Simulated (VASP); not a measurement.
# Ba2Ho3Te (P-3m1) in VASP: a series of runs

The runs below take Ba2Ho3Te through single point, with PBE.

Everything below comes from runs of VASP 6.6.1. Logs are shortened: lines on timing, memory, paths and dates and some standing lists are left out, and cuts for length are marked.

## (1) The cell of the first run

The structure is trigonal, space group P-3m1 (No. 164). Conventional cell: a = 5.531 Å, b = 5.531 Å, c = 9.239 Å, α = 90.00°, β = 90.00°, γ = 120.00°. Within 4.6 Å of Ba (site symmetry 3m) lie 3 Te at 3.54 Å and 7 Ho at 3.77 to 4.45 Å and 3 Ba at 4.41 Å. Within 4.3 Å of Ho (site symmetry 3m) lie 6 Ho at 3.26 to 3.47 Å and 4 Ba at 3.77 to 4.01 Å. Within 4.7 Å of Ho (site symmetry -3m) lie 6 Ho at 3.26 Å and 6 Ba at 4.45 Å and 2 Te at 4.62 Å. Within 4.7 Å of Te (site symmetry -3m) lie 6 Ba at 3.54 Å and 2 Ho at 4.62 Å.

## (2) Single point, PBE (40.80 Å³/atom)

The input, INCAR:

```
  ALGO = Normal
  EDIFF = 1E-6
  ENCUT = 500
  GGA = PE
  GGA_COMPAT = False
  ISIF = 2
  ISMEAR = 0
  LASPH = True
  LCHARG = False
  LMAXMIX = 6
  LREAL = False
  LWAVE = False
  NBANDS = 36
  NELM = 200
  PREC = Accurate
  SIGMA = 0.1
```

The input, KPOINTS:

```
k-points
0
Gamma
  6 6 4
```

The input, POSCAR:

```
Ba2Ho3Te
1.0
    5.5311446982      0.0000000000      0.0000000000
   -2.7655723491      4.7901118206      0.0000000000
    0.0000000000      0.0000000000      9.2385898094
Ba Ho Te
2 3 1
Direct
    0.6666666667      0.3333333333      0.8356253904
    0.3333333333      0.6666666667      0.1643746096
    0.6666666667      0.3333333333      0.4270323514
    0.3333333333      0.6666666667      0.5729676486
    0.0000000000      0.0000000000      0.5000000000
    0.0000000000      0.0000000000      0.0000000000
```

Potentials or basis: VASP PAW PBE potentials, release 64 (Ba_sv, Ho_3, Te), 4f in core.

Run with:

```
cat potpaw_PBE.64/Ba_sv/POTCAR potpaw_PBE.64/Ho_3/POTCAR potpaw_PBE.64/Te/POTCAR > POTCAR
mpirun -np 1 vasp_std > vasp.out
```

OUTCAR:

```text
EDIFF = 1E-6
   ENCUT = 500
   GGA = PE
   ISIF = 2
   ISMEAR = 0
   LASPH = True
   LREAL = False
   NELM = 200
   PREC = Accurate

 ion  position               nearest neighbor table
   1  0.667  0.333  0.836-   6 3.54   6 3.54   6 3.54   3 3.77   4 4.01   4 4.01   4 4.01   2 4.41
                             2 4.41   2 4.41
   2  0.333  0.667  0.164-   6 3.54   6 3.54   6 3.54   4 3.77   3 4.01   3 4.01   3 4.01   1 4.41
                             1 4.41   1 4.41
   3  0.667  0.333  0.427-   5 3.26   5 3.26   5 3.26   4 3.47   4 3.47   4 3.47   1 3.77   2 4.01
                             2 4.01   2 4.01
   4  0.333  0.667  0.573-   5 3.26   5 3.26   5 3.26   3 3.47   3 3.47   3 3.47   2 3.77   1 4.01
                             1 4.01   1 4.01
   5  0.000  0.000  0.500-   3 3.26   4 3.26   4 3.26   3 3.26   3 3.26   4 3.26
   6  0.000  0.000  0.000-   1 3.54   2 3.54   2 3.54   1 3.54   1 3.54   2 3.54

  LATTYP: Found a hexagonal cell.
 ALAT       =     5.5311446982
 C/A-ratio  =     1.6702853231

  Lattice vectors:

 A1 = (   5.5311446982,   0.0000000000,   0.0000000000)
 A2 = (  -2.7655723491,   4.7901118206,   0.0000000000)
 A3 = (   0.0000000000,   0.0000000000,   9.2385898094)

Analysis of symmetry for initial positions (statically):
=====================================================================
 Subroutine PRICEL returns:
 Original cell was already a primitive cell.

 Routine SETGRP: Setting up the symmetry group for a
 hexagonal supercell.

 Subroutine GETGRP returns: Found 12 space group operations
 (whereof 12 operations were pure point group operations)
 out of a pool of 24 trial point group operations.

The static configuration has the point symmetry D_3d.

Analysis of symmetry for dynamics (positions and initial velocities):
=====================================================================
 Subroutine PRICEL returns:
 Original cell was already a primitive cell.

 Routine SETGRP: Setting up the symmetry group for a
 hexagonal supercell.

 Subroutine GETGRP returns: Found 12 space group operations
 (whereof 12 operations were pure point group operations)
 out of a pool of 24 trial point group operations.

The dynamic configuration has the point symmetry D_3d.

 Subroutine INISYM returns: Found 12 space group operations
 (whereof 12 operations are pure point group operations),
 and found     1 'primitive' translations

----------------------------------------------------------------------------------------

                                     Primitive cell

  volume of cell :     244.7746

  direct lattice vectors                    reciprocal lattice vectors
     5.531144698  0.000000000  0.000000000     0.180794402  0.104381697  0.000000000
    -2.765572349  4.790111821  0.000000000     0.000000000  0.208763394  0.000000000
     0.000000000  0.000000000  9.238589809     0.000000000  0.000000000  0.108241628

  length of vectors
     5.531144698  5.531144698  9.238589809     0.208763394  0.208763394  0.108241628

  position of ions in fractional coordinates (direct lattice)
     0.666666667  0.333333333  0.835625390
     0.333333333  0.666666667  0.164374610
     0.666666667  0.333333333  0.427032351
     0.333333333  0.666666667  0.572967649
     0.000000000  0.000000000  0.500000000
     0.000000000  0.000000000  0.000000000

  ion indices of the primitive-cell ions
   primitive index   ion index
                 1           1
                 2           2
                 3           3
                 4           4
                 5           5
                 6           6

----------------------------------------------------------------------------------------

 KPOINTS: k-points

Automatic generation of k-mesh.
 Grid dimensions read from file:
 generate k-points for:    6    6    4

 Generating k-lattice:

  Cartesian coordinates                     Fractional coordinates (reciprocal lattice)
     0.030132400  0.017396949  0.000000000     0.166666667  0.000000000  0.000000000
     0.000000000  0.034793899  0.000000000     0.000000000  0.166666667  0.000000000
     0.000000000  0.000000000  0.027060407     0.000000000  0.000000000  0.250000000

  Length of vectors
     0.034793899  0.034793899  0.027060407

  Shift w.r.t. Gamma in fractional coordinates (k-lattice)
     0.000000000  0.000000000  0.000000000

 Subroutine IBZKPT returns following result:
 ===========================================

 Found     24 irreducible k-points:

 Following reciprocal coordinates:
            Coordinates               Weight
  0.000000  0.000000  0.000000      1.000000
  0.166667  0.000000  0.000000      6.000000
  0.333333  0.000000  0.000000      6.000000
  0.500000  0.000000  0.000000      3.000000
  0.166667  0.166667  0.000000      6.000000
  0.333333  0.166667  0.000000     12.000000
[... 16 lines left out ...]
  0.333333  0.166667  0.500000     12.000000
  0.333333  0.333333  0.500000      2.000000
   k-points           NKPTS =     24   k-points in BZ     NKDIM =     24   number of bands    NBANDS=     36
   number of dos      NEDOS =    301   number of ions     NIONS =      6
   total plane-waves  NPLWV = 112000
   dimension x,y,z NGX =    40 NGY =   40 NGZ =   70
   dimension x,y,z NGXF=    80 NGYF=   80 NGZF=  140
   ions per type =               2   3   1
   NGX,Y,Z   is equivalent  to a cutoff of  12.02, 12.02, 12.60 a.u.
   NGXF,Y,Z  is equivalent  to a cutoff of  24.05, 24.05, 25.19 a.u.
 SYSTEM =  unknown system
   PREC   = accura    normal or accurate (medium, high low for compatibility)
   ISTART =      0    job   : 0-new  1-cont  2-samecut
   ICHARG =      2    charge: 1-file 2-atom 10-const
   ISPIN  =      1    spin polarized calculation?
   LNONCOLLINEAR =      F non collinear calculations
   LSORBIT =      F    spin-orbit coupling
   LASPH  =      T    aspherical Exc in radial PAW
   ENCUT  =  500.0 eV  36.75 Ry    6.06 a.u.  10.08 10.08 16.84*2*pi/ulx,y,z
   NELM   =    200;   NELMIN=  2; NELMDL= -5     # of ELM steps
   EDIFF  = 0.1E-05   stopping-criterion for ELM
   LREAL  =      F    real-space projection
   EDIFFG = 0.1E-04   stopping-criterion for IOM
   NSW    =      0    number of steps for IOM
   IBRION =     -1    ionic relax: 0-MD 1-quasi-New 2-CG
   NFREE  =      0    steps in history (QN), initial steepest desc. (CG)
   ISIF   =      2    stress and relaxation
   ISYM   =      2    0-nonsym 1-usesym 2-fastsym
   POTIM  = 0.5000    time-step for ionic-motion
   TEBEG  =    0.0;   TEEND  =   0.0 temperature during run
   PSTRESS=    0.0 pullay stress
   NELECT =      53.0000    total number of electrons
   NUPDOWN=      -1.0000    fix difference up-down
   EMIN   =  10.00;   EMAX   =-10.00  energy-range for DOS
   EFERMI =   0.00;   METHOD = LEGACY
   ISMEAR =     0;   SIGMA  =   0.10  broadening in eV -4-tet -1-fermi 0-gaus
   EFERMI_NEDOS =   21; number of points for ismear=-14 and -15
   IALGO  =     38    algorithm
   IMIX   =      4    mixing-type and parameters
     AMIX     =   0.40;   BMIX     =  1.00
     AMIX_MAG =   1.60;   BMIX_MAG =  1.00
  volume/ion in A,a.u.               =      40.80       275.30
  Fermi-wavevector in a.u.,A,eV,Ry     =   0.983055  1.857705 13.148642  0.966398
  Thomas-Fermi vector in A             =   2.114185
   LORBIT       =      0    0 simple, 1 ext, 2 COOP (PROOUT), +10 PAW based schemes
   GGA     = PE    functional components
   LHFCALC =     F    Hartree Fock is set to
   AEXX    =    0.0000 exact exchange contribution
   IVDW    =     0    specifies the selected vdW correction
   LEPSILON=     F    determine dielectric tensor
   LRPA    =     F    only Hartree local field effects (RPA)
 non-spin polarized calculation
 Gauss-broadening in eV      SIGMA  =   0.10
  energy-cutoff  :      500.00
  volume of cell :      244.77
 maximum number of plane-waves:      6243
   NGX = 21   NGY = 21   NGZ = 33

 number of electron      53.0000002 magnetization

 Free energy of the ion-electron system (eV)
  ---------------------------------------------------
  ext. energy  EPLUGINS =         0.00000000
  ---------------------------------------------------
  free energy    TOTEN  =       -21.81706973 eV

  energy without entropy =      -21.78748537  energy(sigma->0) =      -21.80227755

 E-fermi :   2.8012     XC(G=0):  -8.6169

 val. band max:        2.7681243036   @ k =   0.3333   0.0000   0.2500
 cond. band min:       2.8049789670   @ k =   0.1667   0.0000   0.0000
 fundamental gap:      0.0368546633
 Fermi energy:         2.8012104365

 k-point     1 :       0.0000    0.0000    0.0000
  band No.  band energies     occupation
      1     -25.4793      2.00000
      2     -25.4528      2.00000
      3     -21.5032      2.00000
      4     -21.5032      2.00000
      5     -21.4333      2.00000
      6     -21.4333      2.00000
[... 28 lines left out ...]
     35       4.7503      0.00000
     36       4.8118      0.00000

 k-point     2 :       0.1667    0.0000    0.0000
  band No.  band energies     occupation
      1     -25.4772      2.00000
      2     -25.4539      2.00000
      3     -21.5855      2.00000
      4     -21.5614      2.00000
      5     -21.3960      2.00000
      6     -21.3828      2.00000
[... 28 lines left out ...]
     35       4.8153      0.00000
     36       5.0199      0.00000

 k-point     3 :       0.3333    0.0000    0.0000
  band No.  band energies     occupation
      1     -25.4721      2.00000
      2     -25.4569      2.00000
      3     -21.6618      2.00000
      4     -21.5660      2.00000
      5     -21.4204      2.00000
      6     -21.3395      2.00000
[... 28 lines left out ...]
     35       4.9272      0.00000
     36       5.3633      0.00000
[... 742 lines left out ...]
 k-point    23 :       0.3333    0.1667    0.5000
  band No.  band energies     occupation
      1     -25.4686      2.00000
      2     -25.4594      2.00000
      3     -21.6540      2.00000
      4     -21.5598      2.00000
      5     -21.4447      2.00000
      6     -21.3305      2.00000
[... 28 lines left out ...]
     35       5.0339      0.00000
     36       5.4306      0.00000

 k-point    24 :       0.3333    0.3333    0.5000
  band No.  band energies     occupation
      1     -25.4637      2.00000
      2     -25.4637      2.00000
      3     -21.5924      2.00000
      4     -21.5924      2.00000
      5     -21.4670      2.00000
      6     -21.3286      2.00000
[... 28 lines left out ...]
     35       5.0802      0.00000
     36       5.4620      0.00000

------------------------ aborting loop because EDIFF is reached ----------------------------------------

  FORCE on cell =-STRESS in cart. coord.  units (eV):
  Direction    XX          YY          ZZ          XY          YZ          ZX
  --------------------------------------------------------------------------------------
  -------------------------------------------------------------------------------------
  Total        1.4544031      1.4544031      1.3127477      0.0000000      0.0000000     -0.0000000
  in kB        9.5198261      9.5198261      8.5926179      0.0000000      0.0000000     -0.0000000
  external PRESSURE =       9.2107567 kB  Pullay stress =       0.0000000 kB

 VOLUME and BASIS-vectors are now :
 -----------------------------------------------------------------------------
  energy-cutoff  :      500.00
  volume of cell :      244.77
      direct lattice vectors                 reciprocal lattice vectors
     5.531144698  0.000000000  0.000000000     0.180794402  0.104381697  0.000000000
    -2.765572349  4.790111821  0.000000000     0.000000000  0.208763394  0.000000000
     0.000000000  0.000000000  9.238589809     0.000000000  0.000000000  0.108241628

 POSITION                                       TOTAL-FORCE (eV/Angst)
 -----------------------------------------------------------------------------------
      2.76557      1.59670      7.72000         0.000000     -0.000000     -0.007545
     -0.00000      3.19341      1.51859        -0.000000      0.000000      0.007545
      2.76557      1.59670      3.94518        -0.000000      0.000000     -0.036131
     -0.00000      3.19341      5.29341        -0.000000     -0.000000      0.036131
      0.00000      0.00000      4.61929        -0.000000      0.000000      0.000000
      0.00000      0.00000      0.00000        -0.000000      0.000000      0.000000
 -----------------------------------------------------------------------------------
    total drift:                                0.000000     -0.000000      0.000000

  FREE ENERGIE OF THE ION-ELECTRON SYSTEM (eV)
  ---------------------------------------------------
  free  energy   TOTEN  =       -21.8170697251 eV

  energy  without entropy=      -21.7874853692  energy(sigma->0) =      -21.80227755
```

Run time: 4.9 min. Hardware: 1 thread of Intel Xeon 6975P-C (Granite Rapids), shared host; peak memory 0.43 GiB.

Results:

```yaml
Free_energy: -21.8171 eV
Pressure: 0.9 GPa
Largest_force: 0.036 eV/Å
Band_gap_on_the_k_mesh: zero (an odd number of electrons rules out a gap without spin polarisation)
```

Forces in eV/Å, atoms in the order of the input:
```
Ba   0.000  0.000 -0.008
Ba   0.000  0.000  0.008
Ho   0.000  0.000 -0.036
Ho   0.000  0.000  0.036
Ho   0.000  0.000  0.000
Te   0.000  0.000  0.000
```

Caveat: spin-orbit coupling is left out, which moves the levels of the heavy elements; the 4f electrons are frozen in the core, so they carry no moment and show no levels.

(Continued in part 2 of 3.)

The gap in the log of VASP goes by the Fermi energy; the results here count the filled bands.